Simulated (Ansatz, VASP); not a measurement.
# Sr: VASP beside Ansatz

File INCAR:

```
SYSTEM = Sr
PREC = Accurate ; ENCUT = 520
EDIFF = 1E-6 ; ISMEAR = 0
SIGMA = 0.03 ; LREAL = .False.
LASPH = .True. ; NELM = 100
ALGO = Normal ; ISIF = 2
LWAVE = .False. ; LCHARG = .False.
GGA = PS ; NBANDS = 11
```

KPOINTS

```
regular mesh
0
Gamma
  10 10 10
  0 0 0
```

POSCAR

```
Sr
1.0
    0.0000000000      2.9662912500      3.0423500000
    2.9662912500      0.0000000000      3.0423500000
    2.9662912500      2.9662912500      0.0000000000
Sr
1
Direct
    0.0000000000      0.0000000000      0.0000000000
```

Input for Ansatz:

```yaml
crystal:
  lattice:
    - [0.0, 2.96629125, 3.04235]
    - [2.96629125, 0.0, 3.04235]
    - [2.96629125, 2.96629125, 0.0]
  atoms:
    - { symbol: Sr, position: [0.0, 0.0, 0.0] }
basis:
  ecutwfc: 420
kpoints:
  mp_grid: { grid: [10, 10, 10] }
hamiltonian:
  xc: pbesol
scf:
  occupations: { method: gaussian, width: 0.03 }
output:
  forces: true
  stress: true
  eigenvalues: true
```

Change from the starting cell: strain -0.025 along x and y, +0.000 along z, atoms carried along.

Alike in both runs: task single point; functional PBEsol; k mesh 10 × 10 × 10; occupations gaussian, width 0.03 eV; no spin polarisation.

|  | VASP | Ansatz |
| --- | --- | --- |
| version | VASP 6.6.1 | Ansatz 0.2.0 |
| potentials or method | VASP PAW PBE potentials, release 64 (Sr_sv), cutoff 520 eV | scalar-relativistic, plane waves, PAW |
| valence electrons in the cell | 10 | 10 |

|  | VASP | Ansatz | Ansatz less VASP |
| --- | --- | --- | --- |
| gap on the k mesh at the Fermi level (eV) | none | none | - |
| pressure (GPa) | -0.4 | -0.4 | -0.01 |

VASP's potentials were made for PBE, not for PBEsol. A gap of «none» marks a metal or a gap that the smearing closes.
